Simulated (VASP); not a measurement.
# AlCo (Pm-3m) in VASP: a series of runs, part 2 of 2

VASP 6.6.1. The steps go on from the part before.

## (4) Relaxation of cell and atoms, PBE

This run uses another cell than the first one, of 11.60 Å³/atom, 1.035 times its volume.

File INCAR:

```
SYSTEM = AlCo
ALGO     = Normal         ! electronic algorithm
EDIFF    = 1E-7           ! SCF threshold, eV
EDIFFG   = -0.001         ! ionic threshold
ENCUT    = 600            ! plane-wave cutoff, eV
GGA      = PE             ! functional
IBRION   = 2              ! ionic algorithm
ISIF     = 3              ! what is computed and relaxed
ISMEAR   = -1             ! smearing method
LASPH    = .TRUE.         ! aspherical terms in the spheres
LCHARG   = .FALSE.        ! write CHGCAR
LREAL    = .FALSE.        ! projectors in reciprocal space
LWAVE    = .FALSE.        ! write WAVECAR
NELM     = 80             ! most SCF steps
NSW      = 80             ! ionic steps
PREC     = Accurate       ! precision mode
SIGMA    = 0.15           ! smearing width, eV
```

File KPOINTS:

```
k-points
0
G
  14 14 14
  0 0 0
```

File POSCAR:

```
AlCo
1.0
    2.8519024094      0.0000000000      0.0000000000
    0.0000000000      2.8519024094      0.0000000000
    0.0000000000      0.0000000000      2.8519024094
Al Co
1 1
Direct
    0.0000000000      0.0000000000      0.0000000000
    0.5000000000      0.5000000000      0.5000000000
```

Potentials or basis: VASP PAW PBE potentials, release 64 (Al, Co).

Launch:

```sh
> cat potpaw_PBE.64/Al/POTCAR potpaw_PBE.64/Co/POTCAR > POTCAR
> mpirun -np 1 vasp_std > vasp.out
```

OUTCAR:

```text
SYSTEM = AlCo
   EDIFF = 1E-7
   EDIFFG = -0.001
   ENCUT = 600
   GGA = PE
   IBRION = 2
   ISIF = 3
   ISMEAR = -1
   LASPH = .TRUE.
   LREAL = .FALSE.
   NELM = 80
   NSW = 80
   PREC = Accurate

 ion  position               nearest neighbor table
   1  0.000  0.000  0.000-   2 2.47   2 2.47   2 2.47   2 2.47   2 2.47   2 2.47   2 2.47   2 2.47

   2  0.500  0.500  0.500-   1 2.47   1 2.47   1 2.47   1 2.47   1 2.47   1 2.47   1 2.47   1 2.47

  LATTYP: Found a simple cubic cell.
 ALAT       =     2.8519024094

  Lattice vectors:

 A1 = (   2.8519024094,   0.0000000000,   0.0000000000)
 A2 = (   0.0000000000,   2.8519024094,   0.0000000000)
 A3 = (   0.0000000000,   0.0000000000,   2.8519024094)

Analysis of symmetry for initial positions (statically):
=====================================================================
 Subroutine PRICEL returns:
 Original cell was already a primitive cell.

 Routine SETGRP: Setting up the symmetry group for a
 simple cubic supercell.

 Subroutine GETGRP returns: Found 48 space group operations
 (whereof 48 operations were pure point group operations)
 out of a pool of 48 trial point group operations.

The static configuration has the point symmetry O_h .

[... 169 lines left out ...]
  Total        0.0468364      0.0468364      0.0468364      0.0000000     -0.0000000      0.0000000
  in kB        3.2351148      3.2351148      3.2351148      0.0000000     -0.0000000      0.0000000
  external PRESSURE =       3.2351148 kB  Pullay stress =       0.0000000 kB
[... 95 lines left out ...]
--------------------------------------- Ionic step        4  -------------------------------------------

 number of electron      11.9999996 magnetization

 Free energy of the ion-electron system (eV)
  ---------------------------------------------------
  ext. energy  EPLUGINS =         0.00000000
  ---------------------------------------------------
  free energy    TOTEN  =       -12.02164555 eV

  energy without entropy =      -11.95166081  energy(sigma->0) =      -11.98665318

 E-fermi :  10.4390     XC(G=0): -12.2465

 val. band max:       10.3808503691   @ k =   0.5000   0.4286   0.0714
 cond. band min:      10.4540859970   @ k =   0.5000   0.4286   0.1429
 fundamental gap:      0.0732356279
 Fermi energy:        10.4389870866

 k-point     1 :       0.0000    0.0000    0.0000
  band No.  band energies     occupation
      1      -0.5249      2.00000
      2       7.5826      2.00000
      3       7.5826      2.00000
      4       9.6858      1.98690
      5       9.6858      1.98690
      6       9.6858      1.98690
      7      16.4697      0.00000
      8      16.4697      0.00000
      9      16.4697      0.00000
     10      19.2428      0.00000
[... 287 lines left out ...]
 k-point    24 :       0.3571    0.2143    0.0000
  band No.  band energies     occupation
      1       2.5645      2.00000
      2       6.4807      2.00000
      3       8.0234      2.00000
      4       8.6928      1.99998
      5       9.0305      1.99983
      6       9.4470      1.99732
      7      11.1791      0.01429
      8      14.9706      0.00000
      9      18.9033      0.00000
     10      20.3007      0.00000

 [... further k-points ...]
[... 5 lines left out ...]
  --------------------------------------------------------------------------------------
  -------------------------------------------------------------------------------------
  Total       -0.0006596     -0.0006596     -0.0006596      0.0000000     -0.0000000      0.0000000
  in kB       -0.0454805     -0.0454805     -0.0454805      0.0000000     -0.0000000      0.0000000
  external PRESSURE =      -0.0454805 kB  Pullay stress =       0.0000000 kB
[... 17 lines left out ...]
  FREE ENERGIE OF THE ION-ELECTRON SYSTEM (eV)
  ---------------------------------------------------
  free  energy   TOTEN  =       -12.0216455459 eV

  energy  without entropy=      -11.9516608121  energy(sigma->0) =      -11.98665318

 reached required accuracy - stopping structural energy minimisation
```

OSZICAR:

```text
N       E                     dE             d eps       ncg     rms          rms(c)
DAV:   1     0.389938695292E+02    0.38994E+02   -0.59887E+03  2416   0.141E+03
DAV:   2    -0.122518707661E+02   -0.51246E+02   -0.48687E+02  2426   0.201E+02
DAV:   3    -0.136518768620E+02   -0.14000E+01   -0.13822E+01  2916   0.428E+01
[... 31 lines left out ...]
DAV:   1    -0.120216482054E+02   -0.24979E-05   -0.34627E-05  2562   0.103E-01    0.140E-02
DAV:   2    -0.120216521002E+02   -0.38949E-05   -0.10592E-04  2740   0.151E-01    0.200E-02
DAV:   3    -0.120216456786E+02    0.64216E-05   -0.46770E-05  2722   0.102E-01    0.219E-03
DAV:   4    -0.120216455477E+02    0.13085E-06   -0.25951E-07  2140   0.525E-03    0.306E-04
DAV:   5    -0.120216455459E+02    0.18828E-08   -0.81037E-09  1208   0.110E-03
   4 F= -.12021646E+02 E0= -.11986653E+02  d E =-.382315E-04
```

CONTCAR:

```text
AlCo
   1.00000000000000
     2.8536322658832516    0.0000000000000000    0.0000000000000000
     0.0000000000000000    2.8536322658832516    0.0000000000000000
    -0.0000000000000000   -0.0000000000000000    2.8536322658832516
  Al              Co
     1     1
Direct
     0.0000000000000000    0.0000000000000000    0.0000000000000000
     0.5000000000000000    0.5000000000000000    0.5000000000000000

  0.00000000E+00  0.00000000E+00  0.00000000E+00
  0.00000000E+00  0.00000000E+00  0.00000000E+00
```

Run time: 45 s. Hardware: 1 thread of Intel Xeon 6975P-C (Granite Rapids), shared host; peak memory 0.17 GiB.

What came out:

| Property | Result |
| --- | --- |
| Free energy | -12.0216 eV |
| Relaxed volume | 11.62 Å³/atom |
| Relaxed cell | a = 2.854 Å, b = 2.854 Å, c = 2.854 Å, α = 90.00°, β = 90.00°, γ = 90.00° |
| Space group after relaxing (to 0.05 Å) | Pm-3m (No. 221) |
| Energy gained by relaxing | 0.0 meV/atom |
| Ionic steps | 4 |
| Pressure after relaxing | 0.0 GPa |
| Band gap on the k mesh | zero (band 6 reaches 12.91 eV, above the bottom of band 7 at 10.29 eV) |

Final structure:
```
Al Co
1.0
     2.85363    0.00000    0.00000
     0.00000    2.85363    0.00000
     0.00000    0.00000    2.85363
Al Co
1 1
Direct
  0.00000 0.00000 0.00000
  0.50000 0.50000 0.50000
```

## (5) Single point, PBE, collinear spin, ferrimagnetic start

This run uses another cell than the first one, of 11.60 Å³/atom, 1.035 times its volume.

File INCAR:

```
SYSTEM = AlCo
PREC = Accurate ; ENCUT = 520
EDIFF = 1E-6 ; ISMEAR = 0
SIGMA = 0.1 ; LREAL = .FALSE.
LASPH = .TRUE. ; NELM = 150
ALGO = Normal ; ISIF = 2
LWAVE = .FALSE. ; LCHARG = .FALSE.
ISPIN = 2 ; MAGMOM = -0.01 0.16
LORBIT = 11 ; LMAXMIX = 4
GGA = PE ; NBANDS = 17
```

File KPOINTS:

```
Automatic mesh
0
G
  14 14 14
  0 0 0
```

POSCAR is that of step 4.

Launch:

```sh
> cat potpaw_PBE.64/Al/POTCAR potpaw_PBE.64/Co/POTCAR > POTCAR
> mpirun -np 1 vasp_std > vasp.out
```

It took 54 s on 1 thread of Intel Xeon 6975P-C (Granite Rapids), shared host; peak memory 0.2 GiB.

Results (log left out):

```yaml
Free_energy: -11.9911 eV
Pressure: 0.0 GPa
Band_gap_on_the_k_mesh: zero (filled and empty bands overlap)
Net_moment: 0.00 μB per cell
Valence_electrons_inside_the_program's_atomic_spheres: Al 0.82; Co 8.45
```

Levels at points of the mesh, in eV from the Fermi level:
Spin up:
| k point | band 2 | band 3 | band 4 | band 5 | band 6 | band 7 | band 8 | band 9 | band 10 | band 11 |
| --- | --- | --- | --- | --- | --- | --- | --- | --- | --- | --- |
| (0.00, 0.00, 0.00) | -2.96 | -2.96 | -0.85 | -0.85 | -0.85 | 5.94 | 5.94 | 5.94 | 8.71 | 8.71 |
| (0.50, 0.00, 0.00) | -6.63 | -2.37 | -1.72 | -1.72 | -0.74 | 0.16 | 8.38 | 10.59 | 10.59 | 11.60 |
| (0.50, 0.50, 0.00) | -3.06 | -2.69 | -2.69 | -1.51 | -1.51 | -0.25 | 2.41 | 3.43 | 12.71 | 15.80 |
| (0.50, 0.50, 0.50) | -3.94 | -3.94 | -0.21 | -0.21 | 2.38 | 2.38 | 2.38 | 4.08 | 5.29 | 5.29 |
Spin down:
```csv
k point,band 2,band 3,band 4,band 5,band 6,band 7,band 8,band 9,band 10,band 11
"(0.00, 0.00, 0.00)",-2.96,-2.96,-0.85,-0.85,-0.85,5.94,5.94,5.94,8.71,8.71
"(0.50, 0.00, 0.00)",-6.63,-2.37,-1.72,-1.72,-0.74,0.16,8.38,10.59,10.59,11.60
"(0.50, 0.50, 0.00)",-3.06,-2.69,-2.69,-1.51,-1.51,-0.25,2.41,3.43,12.71,15.80
"(0.50, 0.50, 0.50)",-3.94,-3.94,-0.21,-0.21,2.38,2.38,2.38,4.08,5.29,5.29
```

## (6) Summary

```csv
task,spin,cell,k mesh,cutoff (eV),smearing,gap on the mesh (eV),pressure (GPa),moment (μB)
single point,"collinear, ferromagnetic start","a = 2.819 Å, 2 atoms",6 × 6 × 6,520,gaussian 0.1 eV,none,7.0,0.07
single point,off,"a = 2.854 Å, 2 atoms",14 × 14 × 14,520,fermi-dirac 0.15 eV,none,0.0,-
relaxation of cell and atoms,off,"relaxed from a = 2.852 Å, 2 atoms",14 × 14 × 14,600,fermi-dirac 0.15 eV,none,0.0,-
single point,"collinear, ferrimagnetic start","a = 2.852 Å, 2 atoms",14 × 14 × 14,520,gaussian 0.1 eV,none,0.0,0.00
```

Alike in all rows: level PBE; potentials or basis VASP PAW PBE potentials, release 64 (Al, Co).

Caveats: some runs use coarse meshes.

Total energies depend on the potentials used, so only differences within one code and one set of settings carry meaning.
